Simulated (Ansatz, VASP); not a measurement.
**Al: VASP beside Ansatz**

File INCAR:

```
SYSTEM = Al
PREC = Accurate
ENCUT = 520
EDIFF = 1E-6
ISMEAR = 0
SIGMA = 0.15
LREAL = .False.
LASPH = .True.
NELM = 80
ALGO = Fast
ISIF = 2
LWAVE = .False.
LCHARG = .False.
GGA = PE
IVDW = 12
NBANDS = 22
```

KPOINTS

```
regular mesh
0
Gamma
  16 16 2
  0 0 0
```

The input POSCAR:

```
Al
1.0
   -2.8144222649      0.0000000000      0.0000000000
   -1.4072111325     -2.4373611784      0.0000000000
   -1.8762815100     -2.0311343153     18.4820941423
Al
8
Direct
    0.9843750000      0.9479166667      0.0625000000
    0.8593750000      0.5312500000      0.5625000000
    0.1614583333     -0.2395833333      0.6875000000
    0.2864583333      0.1770833333      0.1875000000
   -0.2031250000     -0.6770833333      0.8125000000
   -0.0781250000     -0.2604166667      0.3125000000
    0.4322916667     -0.1145833333      0.9375000000
    0.5572916667      0.3020833333      0.4375000000
```

Input for Ansatz:

```yaml
crystal:
  lattice:
    - [-2.8144222649, 0.0, 0.0]
    - [-1.4072111325, -2.4373611784, 0.0]
    - [-1.87628151, -2.0311343153, 18.4820941423]
  atoms:
    - { symbol: Al, position: [0.984375, 0.9479166667, 0.0625] }
    - { symbol: Al, position: [0.859375, 0.53125, 0.5625] }
    - { symbol: Al, position: [0.1614583333, -0.2395833333, 0.6875] }
    - { symbol: Al, position: [0.2864583333, 0.1770833333, 0.1875] }
    - { symbol: Al, position: [-0.203125, -0.6770833333, 0.8125] }
    - { symbol: Al, position: [-0.078125, -0.2604166667, 0.3125] }
    - { symbol: Al, position: [0.4322916667, -0.1145833333, 0.9375] }
    - { symbol: Al, position: [0.5572916667, 0.3020833333, 0.4375] }
basis:
  ecutwfc: 420
kpoints:
  mp_grid: { grid: [16, 16, 2] }
hamiltonian:
  xc: pbe
  pseudopotentials: { kind: paw, azcp: { folder: soft_1 } }
  dispersion: d3bj
scf:
  occupations: { method: gaussian, width: 0.15 }
output:
  forces: true
  stress: true
  eigenvalues: true
```

Alike in both runs: task single point; functional PBE; dispersion D3(BJ); k mesh 16 × 16 × 2; occupations gaussian, width 0.15 eV; no spin polarisation.

```csv
,VASP,Ansatz
version,VASP 6.6.1,Ansatz 0.2.0
potentials or method,"VASP PAW PBE potentials, release 64 (Al), cutoff 520 eV","scalar-relativistic, plane waves, PAW"
valence electrons in the cell,24,24
```

|  | VASP | Ansatz | Ansatz less VASP |
| --- | --- | --- | --- |
| gap on the k mesh at the Fermi level (eV) | none | none | - |
| pressure (GPa) | 0.6 | 0.6 | 0.00 |
| traceless stress, the component that is largest in VASP (GPa) | 1.67 | 1.67 | -0.006 |
| rms of the force components (eV/Å) | 0.203 | 0.203 | -0.0001 |

Atom by atom the forces differ by 0.000 eV/Å (rms over components). A gap of «none» marks a metal or a gap that the smearing closes.
